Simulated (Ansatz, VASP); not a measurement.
## One calculation of TiSi2, two programs

File INCAR:

```
SYSTEM = TiSi2
ALGO = Normal
EDIFF = 1E-6
ENCUT = 520
GGA = PS
ISIF = 2
ISMEAR = -1
LASPH = .True.
LCHARG = .False.
LREAL = .False.
LWAVE = .False.
NBANDS = 29
NELM = 60
PREC = Accurate
SIGMA = 0.05
```

File KPOINTS:

```
k-points
0
Gamma
  8 8 8
  0 0 0
```

File POSCAR:

```
TiSi2
1.0
    1.7651050250     -6.7592815350      0.0000000000
    1.7651050250      6.7592815350      0.0000000000
    0.0000000000      0.0000000000      3.5651739700
Ti Si
2 4
Direct
    0.1031180800      0.8968819200      0.2500000000
    0.8968819200      0.1031180800      0.7500000000
    0.7503148200      0.2496851800      0.2500000000
    0.2496851800      0.7503148200      0.7500000000
    0.4417485500      0.5582514500      0.2500000000
    0.5582514500      0.4417485500      0.7500000000
```

The input input.yaml:

```yaml
crystal:
  lattice:
    - [1.765105025, -6.759281535, 0.0]
    - [1.765105025, 6.759281535, 0.0]
    - [0.0, 0.0, 3.56517397]
  atoms:
    - { symbol: Ti, position: [0.10311808, 0.89688192, 0.25] }
    - { symbol: Ti, position: [0.89688192, 0.10311808, 0.75] }
    - { symbol: Si, position: [0.75031482, 0.24968518, 0.25] }
    - { symbol: Si, position: [0.24968518, 0.75031482, 0.75] }
    - { symbol: Si, position: [0.44174855, 0.55825145, 0.25] }
    - { symbol: Si, position: [0.55825145, 0.44174855, 0.75] }
kpoints:
  mp_grid: { grid: [8, 8, 8] }
  band_path:
    path:
      - [0.0, 0.0, 0.0]
      - [0.2670482592, 0.2670482592, 0.0]
      - [0.0, 0.5, 0.0]
      - [0.0, 0.5, 0.5]
      - [0.2670482592, 0.2670482592, 0.5]
      - [0.0, 0.0, 0.5]
      - [0.0, 0.0, 0.0]
      - [-0.5, 0.5, 0.0]
    npoints: 8
scf:
  occupations: { method: fermi_dirac, width: 0.05 }
hamiltonian:
  xc: pbesol
  pseudopotentials: { kind: all_electron, lapw: { basis_error: 0.002 } }
output:
  forces: true
  stress: true
  eigenvalues: true
```

Alike in both runs: functional PBEsol; k mesh 8 × 8 × 8; occupations fermi-dirac, width 0.05 eV; no spin polarisation.

|  | VASP | Ansatz |
| --- | --- | --- |
| version | VASP 6.6.1 | Ansatz 0.2.0 |
| potentials or method | VASP PAW PBE potentials, release 64 (Ti_sv, Si), cutoff 520 eV | all-electron LAPW, scalar-relativistic |
| task | single point | band structure |

|  | VASP | Ansatz | Ansatz less VASP |
| --- | --- | --- | --- |
| gap on the k mesh at the Fermi level (eV) | none | none | - |
| pressure (GPa) | -2.1 | -2.2 | -0.09 |
| traceless stress, the component that is largest in VASP (GPa) | 0.51 | 0.47 | -0.045 |
| rms of the force components (eV/Å) | 0.068 | 0.067 | -0.0008 |

VASP's potentials were made for PBE, not for PBEsol. Atom by atom the forces differ by 0.001 eV/Å (rms over components). A gap of «none» marks a metal or a gap that the smearing closes. Ansatz ran all-electron here, and VASP with PAW potentials.
